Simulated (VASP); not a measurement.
MgO:

```
Mg O
1.0
     2.62335    0.00000    0.00000
     0.00000    2.62335    0.00000
     0.00000    0.00000    2.62335
Mg O
1 1
Cartesian
  0.0000 0.0000 0.0000
  1.3117 1.3117 1.3117
```

Program: VASP 6.6.1. Alike in all runs: task single point; potentials or basis VASP PAW PBE potentials, release 64 (Mg, O); no spin polarisation; cell as given; smearing gaussian 0.01 eV.

Q: Order these runs on this cell by their pressure, lowest first.
A. level PBE-based global hybrid; k mesh 4 × 4 × 4; cutoff (eV) 520; grid for exact exchange (PRECFOCK) Normal; share of exact exchange 1
B. level PBE; k mesh 4 × 4 × 4; cutoff (eV) 600
C. level PBE-based global hybrid; k mesh 4 × 4 × 4; cutoff (eV) 520; grid for exact exchange (PRECFOCK) Normal; share of exact exchange 0.5
D. level HSE06; k mesh 4 × 4 × 4; cutoff (eV) 520; grid for exact exchange (PRECFOCK) Normal; screening parameter 0.2079 1/Å
E. level PBE; k mesh 2 × 2 × 2; cutoff (eV) 600

A: A (-18.6 GPa), C (-7.3 GPa), D (-1.2 GPa), B (5.3 GPa), E (11.5 GPa).

Caveats: all runs use coarse meshes; the PAW data sets were made with another functional, which shifts forces and pressure a little (some runs).
